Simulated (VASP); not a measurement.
# WSe2 in VASP: a series of runs, part 2 of 2

VASP 6.6.1.

## Step 3: Relaxation of cell and atoms, PBEsol

This run uses another cell than the first one.

Contents of INCAR:

```
SYSTEM = WSe2
PREC = Accurate
ENCUT = 600
EDIFF = 1E-6
ISMEAR = 0
SIGMA = 0.02
LREAL = .False.
LASPH = .True.
NELM = 60
ALGO = Normal
ISIF = 3
LWAVE = .False.
LCHARG = .False.
GGA = PS
IBRION = 2
NSW = 100
EDIFFG = -0.005
LUSENCCL = .False.
```

Contents of KPOINTS:

```
regular mesh
0
Gamma
  12 12 2
  0 0 0
```

Contents of POSCAR:

```
WSe2
1.0
    3.3178532690      0.0000000000      0.0000000000
   -1.6589266345      2.8733452170      0.0000000000
    0.0000000000      0.0000000000     24.0685192700
W Se
2 4
Direct
    0.6666666700      0.3333333300      0.1415375200
    0.3333333300      0.6666666700      0.8584624800
    0.3333333300      0.6666666700      0.2105944900
    0.6666666700      0.3333333300      0.9275621000
    0.3333333300      0.6666666700      0.0724379000
    0.6666666700      0.3333333300      0.7894055100
```

Potentials or basis: VASP PAW PBE potentials, release 64 (W_sv, Se).

On the command line:

```console
$ cat potpaw_PBE.64/W_sv/POTCAR potpaw_PBE.64/Se/POTCAR > POTCAR
$ mpirun -np 1 vasp_std > vasp.out
```

OUTCAR:

```text
SYSTEM = WSe2
   PREC = Accurate
   ENCUT = 600
   EDIFF = 1E-6
   ISMEAR = 0
   LREAL = .False.
   LASPH = .True.
   NELM = 60
   ISIF = 3
   GGA = PS
   IBRION = 2
   NSW = 100
   EDIFFG = -0.005

 ion  position               nearest neighbor table
   1  0.667  0.333  0.142-   3 2.54   3 2.54   3 2.54   5 2.54   5 2.54   5 2.54
   2  0.333  0.667  0.858-   6 2.54   6 2.54   6 2.54   4 2.54   4 2.54   4 2.54
   3  0.333  0.667  0.211-   1 2.54   1 2.54   1 2.54
   4  0.667  0.333  0.928-   2 2.54   2 2.54   2 2.54
   5  0.333  0.667  0.072-   1 2.54   1 2.54   1 2.54
   6  0.667  0.333  0.789-   2 2.54   2 2.54   2 2.54

  LATTYP: Found a hexagonal cell.
 ALAT       =     3.3178532690
 C/A-ratio  =     7.2542446331

  Lattice vectors:

 A1 = (   3.3178532690,   0.0000000000,   0.0000000000)
 A2 = (  -1.6589266345,   2.8733452170,   0.0000000000)
[... 387 lines left out ...]

 number of electron      52.0000001 magnetization

 Free energy of the ion-electron system (eV)
  ---------------------------------------------------
  ext. energy  EPLUGINS =         0.00000000
  ---------------------------------------------------
  free energy    TOTEN  =       -46.51302909 eV

  energy without entropy =      -46.51302909  energy(sigma->0) =      -46.51302909

 E-fermi :   1.1038     XC(G=0):  -6.4573

 val. band max:        1.0159733075   @ k =   0.3333   0.3333   0.5000
 cond. band min:       2.4284097159   @ k =   0.1667   0.1667   0.0000
 fundamental gap:      1.4124364084
 Fermi energy:         1.1037942473

 k-point     1 :       0.0000    0.0000    0.0000
  band No.  band energies     occupation
      1     -72.9817      2.00000
      2     -72.9817      2.00000
      3     -37.2440      2.00000
      4     -37.2440      2.00000
      5     -37.0958      2.00000
      6     -37.0958      2.00000
[... 805 lines left out ...]
     30       3.3718      0.00000
     31       4.0851      0.00000

 [... further k-points ...]
[... 5 lines left out ...]
  --------------------------------------------------------------------------------------
  -------------------------------------------------------------------------------------
  Total        0.0118150      0.0118150      0.0267238     -0.0000000      0.0000000      0.0000000
  in kB        0.0868025      0.0868025      0.1963353     -0.0000000      0.0000000      0.0000000
  external PRESSURE =       0.1233134 kB  Pullay stress =       0.0000000 kB
[... 21 lines left out ...]
  FREE ENERGIE OF THE ION-ELECTRON SYSTEM (eV)
  ---------------------------------------------------
  free  energy   TOTEN  =       -46.5130290901 eV

  energy  without entropy=      -46.5130290901  energy(sigma->0) =      -46.51302909

 reached required accuracy - stopping structural energy minimisation
```

Run time: 9.9 min. Hardware: 1 × NVIDIA H100 80GB with 1 thread of AMD EPYC 7R13 (Zen 3), shared host; peak memory 1.5 GiB.

What came out:

```yaml
Free_energy: -46.5130 eV
Relaxed_cell: a = 3.273 Å, b = 3.273 Å, c = 23.505 Å, α = 90.00°, β = 90.00°, γ = 120.00°
Space_group_after_relaxing_to_0.1_Å: P-3m1 (No. 164)
Energy_gained_by_relaxing: 6.2 meV/atom
Ionic_steps: 26
Largest_force_after_relaxing: 0.004 eV/Å
Band_gap_on_the_k_mesh: 1.41 eV (least direct gap 1.64 eV)
```

Forces on the atoms (eV/Å):
```
W    0.000  0.000  0.000
W    0.000  0.000  0.000
Se   0.000  0.000  0.004
Se   0.000  0.000  0.004
Se   0.000  0.000 -0.004
Se   0.000  0.000 -0.004
```

The path:
```tsv
step	energy change (eV)	largest force (eV/Å)	pressure (GPa)	volume (Å³)
1	0.0000	0.0728	-1.31	229.45
2	0.0133	0.6158	2.28	219.22
3	-0.0241	0.2436	0.21	224.82
4	-0.0314	0.0638	-0.10	224.02
5	-0.0325	0.0290	-0.02	224.24
6	-0.0326	0.0340	-0.01	224.08
7	-0.0331	0.0490	0.03	223.60
8	-0.0337	0.0792	0.11	222.65
9	-0.0341	0.1397	0.28	220.74
10	-0.0341	0.1390	0.27	220.73
11	-0.0342	0.1381	0.28	220.68
12	-0.0343	0.1354	0.27	220.59
13	-0.0345	0.1306	0.26	220.41
14	-0.0350	0.1206	0.24	220.05
15	-0.0356	0.1154	0.20	219.33
16	-0.0364	0.1148	0.12	217.89
17	-0.0364	0.1149	0.10	217.44
18	-0.0367	0.0807	0.09	217.59
19	-0.0371	0.0242	-0.01	218.05
20	-0.0371	0.0216	-0.02	218.03
21	-0.0370	0.0334	0.01	217.81
22	-0.0371	0.0180	0.02	218.00
23	-0.0371	0.0196	0.00	218.02
24	-0.0372	0.0133	0.01	218.03
25	-0.0372	0.0072	0.02	218.08
26	-0.0372	0.0043	0.01	218.08
```

Final structure:
```yaml
crystal:
  lattice:
    - [3.27312, 0.00000, 0.00000]
    - [-1.63656, 2.83460, 0.00000]
    - [0.00000, 0.00000, 23.50479]
  atoms:
    - { symbol: W, position: [0.66667, 0.33333, 0.14061] }
    - { symbol: W, position: [0.33333, 0.66667, 0.85939] }
    - { symbol: Se, position: [0.33333, 0.66667, 0.21185] }
    - { symbol: Se, position: [0.66667, 0.33333, 0.93073] }
    - { symbol: Se, position: [0.33333, 0.66667, 0.06927] }
    - { symbol: Se, position: [0.66667, 0.33333, 0.78815] }
```

Caveat: there is no dipole correction, which matters where the two faces differ; the relaxation moved the vacuum too, so the length across it says nothing of the material; the PAW data sets were made with another functional, which shifts forces and pressure a little; spin-orbit coupling is left out, which moves the levels of the heavy elements.

## Step 4: Relaxation of shape and atoms at fixed volume, PBEsol (39.25 Å³/atom)

This run uses another cell than the first one.

Contents of INCAR:

```
PREC = Accurate
ENCUT = 600
EDIFF = 1E-6
ISMEAR = 0
SIGMA = 0.02
LREAL = False
LASPH = True
NELM = 100
ALGO = Normal
ISIF = 4
LWAVE = False
LCHARG = False
GGA = PS
IBRION = 2
NSW = 50
EDIFFG = -0.01
LUSENCCL = False
```

Contents of KPOINTS:

```
regular mesh
0
Gamma
  12 12 2
```

Contents of POSCAR:

```
WSe2
1.0
    3.3020385949      0.0000000000      0.0000000000
   -1.6510192974      2.8596493075      0.0000000000
    0.0000000000      0.0000000000     24.9409210419
W Se
2 4
Direct
    0.6666666667      0.3333333333      0.1338098933
    0.3333333333      0.6666666667      0.8661901067
    0.3333333333      0.6666666667      0.2015082915
    0.6666666667      0.3333333333      0.9339826033
    0.3333333333      0.6666666667      0.0660173967
    0.6666666667      0.3333333333      0.7984917085
```

On the command line:

```console
$ cat potpaw_PBE.64/W_sv/POTCAR potpaw_PBE.64/Se/POTCAR > POTCAR
$ mpirun -np 1 vasp_std > vasp.out
```

Run time: 13 min. Hardware: 1 × NVIDIA H100 80GB with 1 thread of AMD EPYC 7R13 (Zen 3), shared host; peak memory 1.6 GiB.

Results (log left out):

| Property | Result |
| --- | --- |
| Free energy | -46.5125 eV |
| Energy gained by relaxing | 5.8 meV/atom |
| Ionic steps | 36 |
| Largest force after relaxing | 0.004 eV/Å |
| Band gap on the k mesh | 1.41 eV (least direct gap 1.64 eV) |

Forces in eV/Å, atoms in the order of the input:
```
W    0.000  0.000 -0.004
W    0.000  0.000  0.004
Se   0.000  0.000  0.003
Se   0.000  0.000 -0.004
Se   0.000  0.000  0.004
Se   0.000  0.000 -0.003
```

Step by step:
| step | energy change (eV) | largest force (eV/Å) | pressure (GPa) | volume (Å³) |
| --- | --- | --- | --- | --- |
| 1 | 0.0000 | 0.4250 | -1.83 | 235.51 |
| 2 | -0.0177 | 0.0402 | -0.90 | 235.51 |
| 3 | -0.0177 | 0.0354 | -0.89 | 235.51 |
| 4 | -0.0268 | 0.0269 | -0.58 | 235.51 |
| 5 | -0.0319 | 0.0294 | -0.15 | 235.51 |
| 6 | -0.0319 | 0.0329 | -0.11 | 235.51 |
| 7 | -0.0319 | 0.0341 | -0.09 | 235.51 |
| 8 | -0.0319 | 0.0606 | -0.12 | 235.51 |
| 9 | -0.0320 | 0.0161 | -0.11 | 235.51 |
| 10 | -0.0320 | 0.0172 | -0.12 | 235.51 |
| 11 | -0.0321 | 0.0237 | -0.17 | 235.51 |
| 12 | -0.0321 | 0.0353 | -0.25 | 235.51 |
| 13 | -0.0321 | 0.0314 | -0.22 | 235.51 |
| 14 | -0.0322 | 0.0228 | -0.22 | 235.51 |
| 15 | -0.0322 | 0.0283 | -0.22 | 235.51 |
| 16 | -0.0322 | 0.0524 | -0.23 | 235.51 |
| 17 | -0.0322 | 0.0355 | -0.22 | 235.51 |
| 18 | -0.0323 | 0.0327 | -0.22 | 235.51 |
| 19 | -0.0324 | 0.0272 | -0.20 | 235.51 |
| 20 | -0.0326 | 0.0178 | -0.17 | 235.51 |
| 21 | -0.0330 | 0.0310 | -0.11 | 235.51 |
| 22 | -0.0334 | 0.0565 | 0.01 | 235.51 |
| 23 | -0.0335 | 0.0533 | 0.01 | 235.51 |
| 24 | -0.0337 | 0.0446 | 0.00 | 235.51 |
| 25 | -0.0341 | 0.0270 | 0.00 | 235.51 |
| 26 | -0.0344 | 0.0158 | -0.01 | 235.51 |
| 27 | -0.0344 | 0.0088 | 0.00 | 235.51 |
| 28 | -0.0346 | 0.0191 | 0.02 | 235.51 |
| 29 | -0.0345 | 0.0722 | 0.06 | 235.51 |
| 30 | -0.0346 | 0.0376 | 0.03 | 235.51 |
| 31 | -0.0346 | 0.0238 | 0.04 | 235.51 |
| 32 | -0.0347 | 0.0200 | 0.07 | 235.51 |
| 33 | -0.0347 | 0.0153 | 0.06 | 235.51 |
| 34 | -0.0347 | 0.0145 | 0.06 | 235.51 |
| 35 | -0.0347 | 0.0102 | 0.05 | 235.51 |
| 36 | -0.0347 | 0.0042 | 0.02 | 235.51 |

Final structure:
```
CELL_PARAMETERS angstrom
3.27250 0.00000 0.00000
-1.63625 2.83406 0.00000
0.00000 0.00000 25.39327
ATOMIC_POSITIONS crystal
W 0.66667 0.33333 0.13005
W 0.33333 0.66667 0.86995
Se 0.33333 0.66667 0.19601
Se 0.66667 0.33333 0.93601
Se 0.33333 0.66667 0.06399
Se 0.66667 0.33333 0.80399
```

Levels at points of the mesh, in eV from the valence-band top:
```tsv
k point	band 23	band 24	band 25	band 26	band 27	band 28	band 29	band 30
(0.00, 0.00, 0.00)	-1.21	-1.21	-0.64	-0.01	2.98	2.98	3.01	3.01
(0.50, 0.00, 0.00)	-1.11	-1.06	-0.95	-0.85	2.47	2.48	2.70	2.88
(0.00, 0.00, 0.50)	-1.21	-1.21	-0.64	-0.01	2.98	2.98	3.01	3.01
(0.50, 0.00, 0.50)	-1.11	-1.06	-0.95	-0.85	2.47	2.48	2.70	2.88
```

Caveat: there is no dipole correction, which matters where the two faces differ; the relaxation moved the vacuum too, so the length across it says nothing of the material; the PAW data sets were made with another functional, which shifts forces and pressure a little; spin-orbit coupling is left out, which moves the levels of the heavy elements.

## Step 5: Overview

| task | cell | gap on the mesh (eV) | relaxed volume (Å³/atom) |
| --- | --- | --- | --- |
| relaxation of shape and atoms at fixed volume | relaxed from a = 3.303, b = 3.303, c = 24.221 Å, angles 90.0, 90.0, 120.0°, 6 atoms, atomic positions A | 1.41 | 38.14 |
| relaxation of cell and atoms | relaxed from a = 3.318, b = 3.318, c = 24.069 Å, angles 90.0, 90.0, 120.0°, 6 atoms, atomic positions B | 1.41 | 36.35 |
| relaxation of shape and atoms at fixed volume | relaxed from a = 3.302, b = 3.302, c = 24.941 Å, angles 90.0, 90.0, 120.0°, 6 atoms, atomic positions C | 1.41 | 39.25 |

Alike in all rows: level PBEsol; potentials or basis VASP PAW PBE potentials, release 64 (W_sv, Se); no spin polarisation; k mesh 12 × 12 × 2; cutoff (eV) 600; smearing gaussian 0.02 eV.

Caveats: there is no dipole correction, which matters where the two faces differ; the relaxation moved the vacuum too, so the length across it says nothing of the material; the PAW data sets were made with another functional, which shifts forces and pressure a little; spin-orbit coupling is left out, which moves the levels of the heavy elements.

Absolute energies hang on the potentials; compare differences alone.
